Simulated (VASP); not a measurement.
TePb, 2 atoms in the cell. The structure is cubic, space group Fm-3m (No. 225). The conventional cell has a = 6.503 Å, b = 6.503 Å, c = 6.503 Å, α = 90.00°, β = 90.00°, γ = 90.00°. Within 4.3 Å of Pb (site symmetry m-3m) lie 6 Te at 3.25 Å. Te (site symmetry m-3m) has 6 Pb at 3.25 Å within 4.3 Å. 

```yaml
Program: VASP 6.6.1
Task: single point
Functional: PBE
Potentials_or_basis: VASP PAW PBE potentials, release 64 (Pb_d, Te)
Cutoff: 520 eV
k_mesh: 6 × 6 × 6
Occupations: gaussian, width 0.01 eV
Spin: no spin polarisation
Dipole_correction: no
Further_INCAR_settings: ALGO = Normal; EDIFF = 1e-06; NBANDS = 17
```

Potentials or basis: VASP PAW PBE potentials, release 64 (Pb_d, Te).

Run with:

```sh
$ cat potpaw_PBE.64/Pb_d/POTCAR potpaw_PBE.64/Te/POTCAR > POTCAR
$ mpirun -np 1 vasp_std > vasp.out
```

Hardware: 1 thread of Intel(R) Xeon(R) Platinum 8259CL CPU @ 2.50GHz (Skylake/Cascade Lake), on a shared host.

Problem. Estimate the wall time of this run.

Solution. Run time: 16 s on 1 thread of Intel(R) Xeon(R) Platinum 8259CL CPU @ 2.50GHz (Skylake/Cascade Lake), with other jobs on the host, peak memory 0.2 GiB. Counts: scf iterations 12, k points 16.
